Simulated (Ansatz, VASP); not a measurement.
**One calculation of CS2, two programs**

```
CELL_PARAMETERS angstrom
9.28318 0.00000 0.00000
0.00000 9.28318 0.00000
0.00000 0.00000 9.28318
ATOMIC_POSITIONS crystal
S 0.44097 0.89358 0.27033
S 0.62848 0.13821 0.13712
S 0.01297 0.11664 0.48998
S 0.70992 0.98893 0.55714
S 0.10815 0.41181 0.70620
S 0.94305 0.69654 0.63861
S 0.33992 0.76521 0.60475
S 0.59416 0.57059 0.70585
S 0.95515 0.78416 0.26903
S 0.86400 0.58660 0.01340
S 0.55652 0.52033 0.26353
S 0.40967 0.28964 0.45830
S 0.95096 0.01907 0.90904
S 0.27479 0.06092 0.83123
S 0.28843 0.66141 0.99522
S 0.21106 0.35245 0.10053
C 0.53405 0.01592 0.20264
C 0.86111 0.05381 0.52380
C 0.02781 0.55481 0.67181
C 0.46657 0.66702 0.65526
C 0.90856 0.68514 0.14183
C 0.48307 0.40500 0.36080
C 0.11255 0.03999 0.86989
C 0.25007 0.50710 0.04860
```

Alike in both runs: functional PBEsol; k mesh 1 × 1 × 1; occupations fermi-dirac, width 0.05 eV; no spin polarisation.

Ansatz relaxed the structure, and its values are those at the end. VASP's run is a single point on that final structure, the one shown.

```csv
,VASP,Ansatz
version,VASP 6.6.1,Ansatz 0.2.0
potentials or method,"VASP PAW PBE potentials, release 64 (S, C), cutoff 520 eV","scalar-relativistic, plane waves, PAW"
valence electrons in the cell,128,128
```

Ansatz gave:

| Item | Value |
| --- | --- |
| gap on the k mesh at the Fermi level (eV) | 3.07 |
| rms of the force components (eV/Å) | 0.014 |

Question: Which values does VASP return?

Answer: gap on the k mesh at the Fermi level (eV): 3.09; rms of the force components (eV/Å): 0.108.

VASP's potentials were made for PBE, not for PBEsol. Ansatz's warnings: xc potential rough in thin density.
